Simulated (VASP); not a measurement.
Input of a VASP 6.6.1 run:

POSCAR

```
SiC
1.0
    3.0919379459      0.0000000000      0.0000000000
   -1.5459689730      2.6776968081      0.0000000000
    0.0000000000      0.0000000000      5.0742918075
Si C
2 2
Direct
    0.6666666667      0.3333333333     -0.0004183979
    0.3333333333      0.6666666667      0.4995816021
    0.6666666667      0.3333333333      0.3754183979
    0.3333333333      0.6666666667      0.8754183979
```

Contents of INCAR.step1:

```
  ALGO = Normal
  EDIFF = 1E-4
  ENCUT = 600
  GGA = PE
  ISMEAR = 0
  LASPH = T
  LCHARG = F
  LREAL = F
  LWAVE = T
  NELM = 80
  PREC = Accurate
  SIGMA = 0.02
```

The input INCAR.step2:

```
  ALGO = Normal
  EDIFF = 1E-6
  EDIFFG = -0.005
  ENCUT = 600
  IBRION = 2
  ISIF = 3
  ISMEAR = 0
  ISTART = 1
  LASPH = T
  LCHARG = F
  LMIXTAU = T
  LREAL = F
  LWAVE = F
  METAGGA = R2SCAN
  NELM = 80
  NSW = 70
  PREC = Accurate
  SIGMA = 0.02
```

The input KPOINTS:

```
k-points
0
Gamma
  12 12 6
```

Potentials or basis: VASP PAW PBE potentials, release 64 (Si, C).

Command:

```bash
$ cat potpaw_PBE.64/Si/POTCAR potpaw_PBE.64/C/POTCAR > POTCAR
$ cp INCAR.step1 INCAR
$ mpirun -np 1 vasp_std > vasp.out
$ cp INCAR.step2 INCAR
$ mpirun -np 1 vasp_std > vasp.out
```

Question: Predict the band gap on the k mesh.

Answer: 2.66 eV, indirect (least direct gap 4.49 eV).

Question: Estimate the space group after relaxing (to 0.05 Å).

Answer: P6_3mc (No. 186).

Final structure:
```
Si C
1.0
     3.07365    0.00000    0.00000
    -1.53683    2.66186    0.00000
     0.00000    0.00000    5.04545
Si C
2 2
Direct
  0.66667 0.33333 0.99960
  0.33333 0.66667 0.49960
  0.66667 0.33333 0.37540
  0.33333 0.66667 0.87540
```

 A k mesh can miss the band edges.
